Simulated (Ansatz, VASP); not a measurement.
# SiO2 in VASP and in Ansatz

```xyz
12
Lattice="5.4200 0.0000 0.0000 -2.7100 4.6939 0.0000 0.0000 0.0000 18.0000" Properties=species:S:1:pos:R:3 pbc="T T T"
Si    0.0000    3.1292   10.6000
Si    0.0000    3.1292    7.4000
Si    2.7100    1.5646   10.6000
Si    2.7100    1.5646    7.4000
O     0.0000    3.1292    9.0000
O     2.7100    1.5646    9.0000
O     2.7100    0.0000   11.1200
O     2.7100    0.0000    6.8800
O    -1.3550    2.3469   11.1200
O    -1.3550    2.3469    6.8800
O     1.3550    2.3469   11.1200
O     1.3550    2.3469    6.8800
```

Alike in both runs: task relaxation of the atoms; functional r2SCAN; k mesh 4 × 4 × 1; occupations gaussian, width 0.02 eV; no spin polarisation.

|  | VASP | Ansatz |
| --- | --- | --- |
| version | VASP 6.6.1 | Ansatz 0.2.0 |
| potentials or method | VASP PAW PBE potentials, release 64 (Si, O) | scalar-relativistic, plane waves, PAW |
| plane-wave cutoff (eV) | 520 | 500 |
| valence electrons in the cell | 64 | 64 |

|  | VASP | Ansatz | Ansatz less VASP |
| --- | --- | --- | --- |
| gap on the k mesh at the Fermi level, each at its own relaxed structure (eV) | 6.17 | 6.17 | +0.005 |

VASP's potentials were made for PBE, not for r2SCAN. Ansatz's warnings: slab cell height set, xc potential rough in thin density.
